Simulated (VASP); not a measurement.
# HfC (P6_3/mmc) in VASP: notebook

The runs below take HfC through single point, with LDA.

Program: VASP 6.6.1. These are calculated values, not measurements. Logs are shortened: lines on timing, memory, paths and dates and some standing lists are left out, and cuts for length are marked.

**1. The cell of the first run**

It takes space group P6_3/mmc (No. 194, hexagonal). The conventional cell has a = 3.343 Å, b = 3.343 Å, c = 5.203 Å, α = 90.00°, β = 90.00°, γ = 120.00°. Within 3.1 Å of Hf (site symmetry -6m2) lie 6 C at 2.33 Å. C (site symmetry -3m) has 6 Hf at 2.33 Å and 2 C at 2.60 Å within 3.1 Å.

**2. Single point, LDA**

INCAR

```
SYSTEM = HfC
ALGO = Normal ; EDIFF = 1E-6
ENCUT = 520 ; ISIF = 2
ISMEAR = -1 ; LASPH = .TRUE.
LCHARG = .FALSE. ; LREAL = .FALSE.
LWAVE = .FALSE. ; NBANDS = 22
NELM = 80 ; PREC = Accurate
SIGMA = 0.1
```

KPOINTS

```
k-points
0
G
  8 8 5
  0 0 0
```

POSCAR

```
HfC
1.0
    3.3428660000      0.0000000000      0.0000000000
   -1.6714330000      2.8950070000      0.0000000000
    0.0000000000      0.0000000000      5.2027140000
Hf C
2 2
Direct
    0.6666666667      0.3333333333      0.7500000000
    0.3333333333      0.6666666667      0.2500000000
    0.0000000000      0.0000000000      0.0000000000
    0.0000000000      0.0000000000      0.5000000000
```

Potentials or basis: VASP PAW LDA potentials, release 64 (Hf_pv, C).

Launch:

```sh
> cat potpaw_LDA.64/Hf_pv/POTCAR potpaw_LDA.64/C/POTCAR > POTCAR
> mpirun -np 1 vasp_std > vasp.out
```

OUTCAR:

```text
SYSTEM = HfC
   EDIFF = 1E-6
   ENCUT = 520
   ISIF = 2
   ISMEAR = -1
   LASPH = .TRUE.
   LREAL = .FALSE.
   NELM = 80
   PREC = Accurate

 ion  position               nearest neighbor table
   1  0.667  0.333  0.750-   3 2.33   4 2.33   3 2.33   4 2.33   3 2.33   4 2.33   2 3.24   2 3.24
                             2 3.24   2 3.24   2 3.24   2 3.24
   2  0.333  0.667  0.250-   3 2.33   4 2.33   3 2.33   4 2.33   3 2.33   4 2.33   1 3.24   1 3.24
                             1 3.24   1 3.24   1 3.24   1 3.24
   3  0.000  0.000  0.000-   1 2.33   2 2.33   1 2.33   2 2.33   1 2.33   2 2.33
   4  0.000  0.000  0.500-   1 2.33   2 2.33   1 2.33   2 2.33   1 2.33   2 2.33

  LATTYP: Found a hexagonal cell.
 ALAT       =     3.3428660000
 C/A-ratio  =     1.5563633122

  Lattice vectors:

 A1 = (   3.3428660000,   0.0000000000,   0.0000000000)
 A2 = (  -1.6714330000,   2.8950070000,   0.0000000000)
 A3 = (   0.0000000000,   0.0000000000,   5.2027140000)

Analysis of symmetry for initial positions (statically):
=====================================================================
 Subroutine PRICEL returns:
 Original cell was already a primitive cell.

 Routine SETGRP: Setting up the symmetry group for a
 hexagonal supercell.

 Subroutine GETGRP returns: Found 24 space group operations
 (whereof 12 operations were pure point group operations)
 out of a pool of 24 trial point group operations.

The static configuration has the point symmetry D_3d.
 The point group associated with its full space group is D_6h.

Analysis of symmetry for dynamics (positions and initial velocities):
=====================================================================
 Subroutine PRICEL returns:
 Original cell was already a primitive cell.

 Routine SETGRP: Setting up the symmetry group for a
 hexagonal supercell.

 Subroutine GETGRP returns: Found 24 space group operations
 (whereof 12 operations were pure point group operations)
 out of a pool of 24 trial point group operations.

The dynamic configuration has the point symmetry D_3d.
 The point group associated with its full space group is D_6h.

 Subroutine INISYM returns: Found 24 space group operations
 (whereof 12 operations are pure point group operations),
 and found     1 'primitive' translations

----------------------------------------------------------------------------------------

                                     Primitive cell

  volume of cell :      50.3499

  direct lattice vectors                    reciprocal lattice vectors
     3.342866000  0.000000000  0.000000000     0.299144507  0.172711154  0.000000000
    -1.671433000  2.895007000  0.000000000     0.000000000  0.345422308  0.000000000
     0.000000000  0.000000000  5.202714000     0.000000000  0.000000000  0.192207375

  length of vectors
     3.342866000  3.342866106  5.202714000     0.345422319  0.345422308  0.192207375

  position of ions in fractional coordinates (direct lattice)
     0.666666667  0.333333333  0.750000000
     0.333333333  0.666666667  0.250000000
     0.000000000  0.000000000  0.000000000
     0.000000000  0.000000000  0.500000000

  ion indices of the primitive-cell ions
   primitive index   ion index
                 1           1
                 2           2
                 3           3
                 4           4

----------------------------------------------------------------------------------------

 KPOINTS: k-points

Automatic generation of k-mesh.
 Grid dimensions read from file:
 generate k-points for:    8    8    5

 Generating k-lattice:

  Cartesian coordinates                     Fractional coordinates (reciprocal lattice)
     0.037393063  0.021588894  0.000000000     0.125000000 -0.000000000  0.000000000
     0.000000000  0.043177789  0.000000000     0.000000000  0.125000000  0.000000000
     0.000000000  0.000000000  0.038441475     0.000000000  0.000000000  0.200000000

  Length of vectors
     0.043177790  0.043177789  0.038441475

  Shift w.r.t. Gamma in fractional coordinates (k-lattice)
     0.000000000  0.000000000  0.000000000

 Subroutine IBZKPT returns following result:
 ===========================================

 Found     30 irreducible k-points:

 Following reciprocal coordinates:
            Coordinates               Weight
  0.000000  0.000000  0.000000      1.000000
  0.125000  0.000000  0.000000      6.000000
  0.250000  0.000000  0.000000      6.000000
  0.375000  0.000000  0.000000      6.000000
  0.500000  0.000000  0.000000      3.000000
  0.125000  0.125000  0.000000      6.000000
[... 16 lines left out ...]
  0.250000  0.000000  0.400000     12.000000
  0.375000  0.000000  0.400000     12.000000
 [... further k-points ...]
   k-points           NKPTS =     30   k-points in BZ     NKDIM =     30   number of bands    NBANDS=     22
   number of dos      NEDOS =    301   number of ions     NIONS =      4
   total plane-waves  NPLWV =  31360
   dimension x,y,z NGX =    28 NGY =   28 NGZ =   40
   dimension x,y,z NGXF=    56 NGYF=   56 NGZF=   80
   ions per type =               2   2
   NGX,Y,Z   is equivalent  to a cutoff of  13.92, 13.92, 12.78 a.u.
   NGXF,Y,Z  is equivalent  to a cutoff of  27.85, 27.85, 25.56 a.u.
 SYSTEM =  HfC
   PREC   = accura    normal or accurate (medium, high low for compatibility)
   ISTART =      0    job   : 0-new  1-cont  2-samecut
   ICHARG =      2    charge: 1-file 2-atom 10-const
   ISPIN  =      1    spin polarized calculation?
   LNONCOLLINEAR =      F non collinear calculations
   LSORBIT =      F    spin-orbit coupling
   LASPH  =      T    aspherical Exc in radial PAW
   ENCUT  =  520.0 eV  38.22 Ry    6.18 a.u.   6.22  6.22  9.67*2*pi/ulx,y,z
   NELM   =     80;   NELMIN=  2; NELMDL= -5     # of ELM steps
   EDIFF  = 0.1E-05   stopping-criterion for ELM
   LREAL  =      F    real-space projection
   EDIFFG = 0.1E-04   stopping-criterion for IOM
   NSW    =      0    number of steps for IOM
   IBRION =     -1    ionic relax: 0-MD 1-quasi-New 2-CG
   NFREE  =      0    steps in history (QN), initial steepest desc. (CG)
   ISIF   =      2    stress and relaxation
   ISYM   =      2    0-nonsym 1-usesym 2-fastsym
   POTIM  = 0.5000    time-step for ionic-motion
   TEBEG  =    0.0;   TEEND  =   0.0 temperature during run
   PSTRESS=    0.0 pullay stress
   NELECT =      28.0000    total number of electrons
   NUPDOWN=      -1.0000    fix difference up-down
   EMIN   =  10.00;   EMAX   =-10.00  energy-range for DOS
   EFERMI =   0.00;   METHOD = LEGACY
   ISMEAR =    -1;   SIGMA  =   0.10  broadening in eV -4-tet -1-fermi 0-gaus
   EFERMI_NEDOS =   21; number of points for ismear=-14 and -15
   IALGO  =     38    algorithm
   IMIX   =      4    mixing-type and parameters
     AMIX     =   0.40;   BMIX     =  1.00
     AMIX_MAG =   1.60;   BMIX_MAG =  1.00
  volume/ion in A,a.u.               =      12.59        84.94
  Fermi-wavevector in a.u.,A,eV,Ry     =   1.346257  2.544057 24.659309  1.812408
  Thomas-Fermi vector in A             =   2.474104
   LORBIT       =      0    0 simple, 1 ext, 2 COOP (PROOUT), +10 PAW based schemes
   GGA     = CA    functional components
   LHFCALC =     F    Hartree Fock is set to
   AEXX    =    0.0000 exact exchange contribution
   IVDW    =     0    specifies the selected vdW correction
   LEPSILON=     F    determine dielectric tensor
   LRPA    =     F    only Hartree local field effects (RPA)
 non-spin polarized calculation
  energy-cutoff  :      520.00
  volume of cell :       50.35
 maximum number of plane-waves:      1375
 NGX is ok and might be reduce to    28
   NGX = 13   NGY = 13   NGZ = 19

 number of electron      28.0000002 magnetization

 Free energy of the ion-electron system (eV)
  ---------------------------------------------------
  ext. energy  EPLUGINS =         0.00000000
  ---------------------------------------------------
  free energy    TOTEN  =       -44.94284608 eV

  energy without entropy =      -44.91745151  energy(sigma->0) =      -44.93014880

 E-fermi :   6.2388     XC(G=0): -12.4790

 val. band max:        6.1641190003   @ k =   0.2500   0.2500   0.2000
 cond. band min:       6.4281889377   @ k =   0.3750   0.2500   0.0000
 fundamental gap:      0.2640699374
 Fermi energy:         6.2387746738

 k-point     1 :       0.0000    0.0000    0.0000
  band No.  band energies     occupation
      1     -24.1640      2.00000
      2     -23.5865      2.00000
      3     -23.5865      2.00000
      4     -23.4947      2.00000
      5     -23.4947      2.00000
      6     -23.4088      2.00000
[... 14 lines left out ...]
     21      10.4072      0.00000
     22      14.3679      0.00000

 k-point     2 :       0.1250    0.0000    0.0000
  band No.  band energies     occupation
      1     -24.1274      2.00000
      2     -23.6595      2.00000
      3     -23.6139      2.00000
      4     -23.5627      2.00000
      5     -23.4982      2.00000
      6     -23.4232      2.00000
[... 14 lines left out ...]
     21      11.2147      0.00000
     22      13.7062      0.00000

 k-point     3 :       0.2500    0.0000    0.0000
  band No.  band energies     occupation
      1     -24.0293      2.00000
      2     -23.8369      2.00000
      3     -23.7167      2.00000
      4     -23.6726      2.00000
      5     -23.5137      2.00000
      6     -23.4673      2.00000
[... 14 lines left out ...]
     21      12.7683      0.00000
     22      12.8616      0.00000
[... 476 lines left out ...]
 k-point    23 :       0.2500    0.0000    0.4000
  band No.  band energies     occupation
      1     -23.9656      2.00000
      2     -23.8740      2.00000
      3     -23.6623      2.00000
      4     -23.6183      2.00000
      5     -23.5691      2.00000
      6     -23.5554      2.00000
[... 14 lines left out ...]
     21      12.9622      0.00000
     22      13.1588      0.00000

 k-point    24 :       0.3750    0.0000    0.4000
  band No.  band energies     occupation
      1     -24.0744      2.00000
      2     -24.0181      2.00000
      3     -23.6605      2.00000
      4     -23.6567      2.00000
      5     -23.6011      2.00000
      6     -23.5614      2.00000
[... 14 lines left out ...]
     21      13.3793      0.00000
     22      13.6377      0.00000

 [... further k-points ...]

------------------------ aborting loop because EDIFF is reached ----------------------------------------

  FORCE on cell =-STRESS in cart. coord.  units (eV):
  Direction    XX          YY          ZZ          XY          YZ          ZX
  --------------------------------------------------------------------------------------
  -------------------------------------------------------------------------------------
  Total       -4.2294466     -4.2294469     -3.1776058      0.0000000      0.0000000     -0.0000000
  in kB     -134.5846683   -134.5846796   -101.1141811      0.0000000      0.0000000     -0.0000000
  external PRESSURE =    -123.4278430 kB  Pullay stress =       0.0000000 kB

 VOLUME and BASIS-vectors are now :
 -----------------------------------------------------------------------------
  energy-cutoff  :      520.00
  volume of cell :       50.35
      direct lattice vectors                 reciprocal lattice vectors
     3.342866000  0.000000000  0.000000000     0.299144507  0.172711154  0.000000000
    -1.671433000  2.895007000  0.000000000     0.000000000  0.345422308  0.000000000
     0.000000000  0.000000000  5.202714000     0.000000000  0.000000000  0.192207375

 POSITION                                       TOTAL-FORCE (eV/Angst)
 -----------------------------------------------------------------------------------
      1.67143      0.96500      3.90204        -0.000000      0.000000      0.000000
     -0.00000      1.93000      1.30068         0.000000     -0.000000      0.000000
      0.00000      0.00000      0.00000         0.000000      0.000000      0.000000
      0.00000      0.00000      2.60136         0.000000      0.000000      0.000000
 -----------------------------------------------------------------------------------
    total drift:                               -0.000000      0.000000     -0.000000

  FREE ENERGIE OF THE ION-ELECTRON SYSTEM (eV)
  ---------------------------------------------------
  free  energy   TOTEN  =       -44.9428460822 eV

  energy  without entropy=      -44.9174515139  energy(sigma->0) =      -44.93014880
```

Wall time 61 s (1 thread of Intel Xeon 6975P-C, shared host); peak memory 0.17 GiB.

What came out:

```yaml
Free_energy: -44.9428 eV
Pressure: -12.3 GPa
Band_gap_on_the_k_mesh: zero (band 14 reaches 7.27 eV, above the bottom of band 15 at 6.11 eV)
```

Stress tensor (GPa, compression positive):
```
-13.46   0.00   0.00
  0.00 -13.46   0.00
  0.00   0.00 -10.11
```

Caveat: spin-orbit coupling is left out, which moves the levels of the heavy elements.

**3. Single point, LDA**

This run uses another cell than the first one, of 12.84 Å³/atom, 1.020 times its volume.

INCAR

```
SYSTEM = HfC
  PREC = Accurate
  ENCUT = 520
  EDIFF = 1E-7
  ISMEAR = -1
  SIGMA = 0.1
  LREAL = .False.
  LASPH = .True.
  NELM = 60
  ALGO = Normal
  ISIF = 2
  LWAVE = .False.
  LCHARG = .True.
  GGA = CA
  LELF = .True.
  LVHAR = .True.
  NBANDS = 22
```

KPOINTS

```
regular mesh
0
Gamma
  8 8 5
  0 0 0
```

POSCAR

```
HfC
1.0
    3.3650048306      0.0000000000      0.0000000000
   -1.6825024153      2.9141797905      0.0000000000
    0.0000000000      0.0000000000      5.2371700637
Hf C
2 2
Direct
    0.6666666667      0.3333333333      0.7500000000
    0.3333333333      0.6666666667      0.2500000000
    0.0000000000      0.0000000000      0.0000000000
    0.0000000000      0.0000000000      0.5000000000
```

Potentials or basis: VASP PAW LDA potentials, release 64 (Hf_pv, C).

Launch:

```sh
> cat potpaw_LDA.64/Hf_pv/POTCAR potpaw_LDA.64/C/POTCAR > POTCAR
> mpirun -np 1 vasp_std > vasp.out
```

OUTCAR:

```text
SYSTEM = HfC
   PREC = Accurate
   ENCUT = 520
   EDIFF = 1E-7
   ISMEAR = -1
   LREAL = .False.
   LASPH = .True.
   NELM = 60
   ISIF = 2
   GGA = CA

 ion  position               nearest neighbor table
   1  0.667  0.333  0.750-   3 2.34   4 2.34   3 2.34   4 2.34   3 2.34   4 2.34   2 3.26   2 3.26
                             2 3.26   2 3.26   2 3.26   2 3.26
   2  0.333  0.667  0.250-   3 2.34   4 2.34   3 2.34   4 2.34   3 2.34   4 2.34   1 3.26   1 3.26
                             1 3.26   1 3.26   1 3.26   1 3.26
   3  0.000  0.000  0.000-   1 2.34   2 2.34   1 2.34   2 2.34   1 2.34   2 2.34
   4  0.000  0.000  0.500-   1 2.34   2 2.34   1 2.34   2 2.34   1 2.34   2 2.34

  LATTYP: Found a hexagonal cell.
 ALAT       =     3.3650048306
 C/A-ratio  =     1.5563633122

  Lattice vectors:

 A1 = (   3.3650048306,   0.0000000000,   0.0000000000)
 A2 = (  -1.6825024153,   2.9141797905,   0.0000000000)
 A3 = (   0.0000000000,   0.0000000000,   5.2371700637)

Analysis of symmetry for initial positions (statically):
=====================================================================
 Subroutine PRICEL returns:
 Original cell was already a primitive cell.

[... 178 lines left out ...]
 cond. band min:       6.2758251486   @ k =   0.3750   0.2500   0.0000
 fundamental gap:      0.2641174133
 Fermi energy:         6.0914243041

 k-point     1 :       0.0000    0.0000    0.0000
  band No.  band energies     occupation
      1     -24.3607      2.00000
      2     -23.8254      2.00000
      3     -23.8254      2.00000
      4     -23.7391      2.00000
      5     -23.7391      2.00000
      6     -23.6589      2.00000
[... 589 lines left out ...]
     21      13.0321      0.00000
     22      13.2889      0.00000

 [... further k-points ...]

------------------------ aborting loop because EDIFF is reached ----------------------------------------

  FORCE on cell =-STRESS in cart. coord.  units (eV):
  Direction    XX          YY          ZZ          XY          YZ          ZX
  --------------------------------------------------------------------------------------
  -------------------------------------------------------------------------------------
  Total       -5.6298282     -5.6298287     -4.4970782      0.0000000      0.0000000      0.0000000
  in kB     -175.6333612   -175.6333760   -140.2950373      0.0000000      0.0000000      0.0000000
  external PRESSURE =    -163.8539248 kB  Pullay stress =       0.0000000 kB

 VOLUME and BASIS-vectors are now :
 -----------------------------------------------------------------------------
  energy-cutoff  :      520.00
  volume of cell :       51.36
      direct lattice vectors                 reciprocal lattice vectors
     3.365004831  0.000000000  0.000000000     0.297176394  0.171574864  0.000000000
    -1.682502415  2.914179790  0.000000000     0.000000000  0.343149727  0.000000000
     0.000000000  0.000000000  5.237170064     0.000000000  0.000000000  0.190942816

 POSITION                                       TOTAL-FORCE (eV/Angst)
 -----------------------------------------------------------------------------------
      1.68250      0.97139      3.92788         0.000000      0.000000      0.000000
     -0.00000      1.94279      1.30929        -0.000000     -0.000000      0.000000
      0.00000      0.00000      0.00000         0.000000      0.000000      0.000000
      0.00000      0.00000      2.61859         0.000000      0.000000      0.000000
 -----------------------------------------------------------------------------------
    total drift:                               -0.000000      0.000000     -0.000000

  FREE ENERGIE OF THE ION-ELECTRON SYSTEM (eV)
  ---------------------------------------------------
  free  energy   TOTEN  =       -44.8526446831 eV

  energy  without entropy=      -44.8266634402  energy(sigma->0) =      -44.83965406
```

OSZICAR:

```text
N       E                     dE             d eps       ncg     rms          rms(c)
DAV:   1     0.809274886457E+02    0.80927E+02   -0.15381E+04  1320   0.124E+03
DAV:   2    -0.456062953520E+02   -0.12653E+03   -0.12079E+03  1640   0.283E+02
DAV:   3    -0.508335539815E+02   -0.52273E+01   -0.51709E+01  1734   0.418E+01
DAV:   4    -0.508896543087E+02   -0.56100E-01   -0.55968E-01  1674   0.454E+00
DAV:   5    -0.508901587871E+02   -0.50448E-03   -0.50427E-03  1714   0.408E-01    0.736E+01
DAV:   6    -0.453243371783E+02    0.55658E+01   -0.49826E+01  1574   0.238E+01    0.557E+01
DAV:   7    -0.449413322214E+02    0.38300E+00   -0.40826E+00  1510   0.865E+00    0.279E+01
DAV:   8    -0.448777188905E+02    0.63613E-01   -0.26348E-01  1640   0.307E+00    0.559E+00
DAV:   9    -0.448573757828E+02    0.20343E-01   -0.23814E-01  1504   0.174E+00    0.380E+00
DAV:  10    -0.448533770788E+02    0.39987E-02   -0.11493E-02  1672   0.568E-01    0.728E-01
DAV:  11    -0.448526717004E+02    0.70538E-03   -0.33114E-03  1606   0.241E-01    0.375E-01
DAV:  12    -0.448526445418E+02    0.27159E-04   -0.20713E-04  1754   0.619E-02    0.193E-02
DAV:  13    -0.448526450869E+02   -0.54510E-06   -0.57913E-06  1682   0.119E-02    0.241E-02
DAV:  14    -0.448526447506E+02    0.33632E-06   -0.86400E-07  1630   0.372E-03    0.715E-03
DAV:  15    -0.448526446831E+02    0.67426E-07   -0.40004E-07  1536   0.292E-03
   1 F= -.44852645E+02 E0= -.44839654E+02  d E =-.259812E-01
```

It took 86 s on 1 thread of Intel Xeon 6975P-C, shared host; peak memory 0.17 GiB.

What came out:

| Property | Result |
| --- | --- |
| Free energy | -44.8526 eV |
| Pressure | -16.4 GPa |
| Band gap on the k mesh | zero (band 14 reaches 7.11 eV, above the bottom of band 15 at 5.96 eV) |

Levels at points of the mesh, in eV from the Fermi level:
| k point | band 10 | band 11 | band 12 | band 13 | band 14 | band 15 | band 16 | band 17 | band 18 | band 19 |
| --- | --- | --- | --- | --- | --- | --- | --- | --- | --- | --- |
| (0.00, 0.00, 0.00) | -2.98 | -2.98 | -1.12 | -1.12 | 1.02 | 1.42 | 1.42 | 1.87 | 1.87 | 2.30 |
| (0.50, 0.00, 0.00) | -3.92 | -3.35 | -3.17 | -1.70 | -1.04 | 1.46 | 4.22 | 4.66 | 4.68 | 5.38 |

Caveat: spin-orbit coupling is left out, which moves the levels of the heavy elements.

[end of part 1 of 2]
